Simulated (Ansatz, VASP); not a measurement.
## CdSe: VASP beside Ansatz

Contents of INCAR:

```
SYSTEM = CdSe
PREC     = Accurate       ! precision mode
ENCUT    = 500            ! plane-wave cutoff, eV
EDIFF    = 1E-6           ! SCF threshold, eV
ISMEAR   = -1             ! smearing method
SIGMA    = 0.08           ! smearing width, eV
LREAL    = .FALSE.        ! projectors in reciprocal space
LASPH    = .TRUE.         ! aspherical terms in the spheres
NELM     = 120            ! most SCF steps
ALGO     = Normal         ! electronic algorithm
ISIF     = 2              ! what is computed and relaxed
LWAVE    = .FALSE.        ! write WAVECAR
LCHARG   = .FALSE.        ! write CHGCAR
GGA      = PE             ! functional
NBANDS   = 16             ! bands
GGA_COMPAT= .FALSE.
```

The input KPOINTS:

```
regular mesh
0
G
  13 13 13
  0 0 0
```

POSCAR

```
CdSe
1.0
    0.0000000000      2.7286112986      2.7286112986
    2.7286112986      0.0000000000      2.7286112986
    2.7286112986      2.7286112986      0.0000000000
Cd Se
1 1
Direct
    0.0000000000      0.0000000000      0.0000000000
    0.5000000000      0.5000000000      0.5000000000
```

Input for Ansatz:

```yaml
crystal:
  lattice:
    - [0.0, 2.7286112986, 2.7286112986]
    - [2.7286112986, 0.0, 2.7286112986]
    - [2.7286112986, 2.7286112986, 0.0]
  atoms:
    - { symbol: Cd, position: [0.0, 0.0, 0.0] }
    - { symbol: Se, position: [0.5, 0.5, 0.5] }
kpoints:
  mp_grid: { grid: [13, 13, 13] }
scf:
  occupations: { method: fermi_dirac, width: 0.08 }
hamiltonian:
  xc: pbe
  pseudopotentials: { kind: paw }
output:
  forces: true
  stress: true
  eigenvalues: true
```

Change from the starting cell: volume scaled by 0.86, to set the pressure.

Alike in both runs: task single point; functional PBE; k mesh 13 × 13 × 13; occupations fermi-dirac, width 0.08 eV; no spin polarisation.

|  | VASP | Ansatz |
| --- | --- | --- |
| version | VASP 6.6.1 | Ansatz 0.2.0 |
| potentials or method | VASP PAW PBE potentials, release 64 (Cd, Se) | PAW with Ansatz's default frozen-core files, scalar-relativistic |
| plane-wave cutoff (eV) | 500 | 420 |
| valence electrons in the cell | 18 | 36 |

Ansatz gave:

| Item | Value |
| --- | --- |
| pressure (GPa) | 13.0 |

Problem. Which values does VASP return?

Solution. Pressure (GPa): 13.6.

The functional is the same, so the differences come from potentials, cutoffs and numerics. VASP's potentials hold 18 valence electrons a cell and Ansatz's 36, so a difference there can come from the potentials and not from the codes.
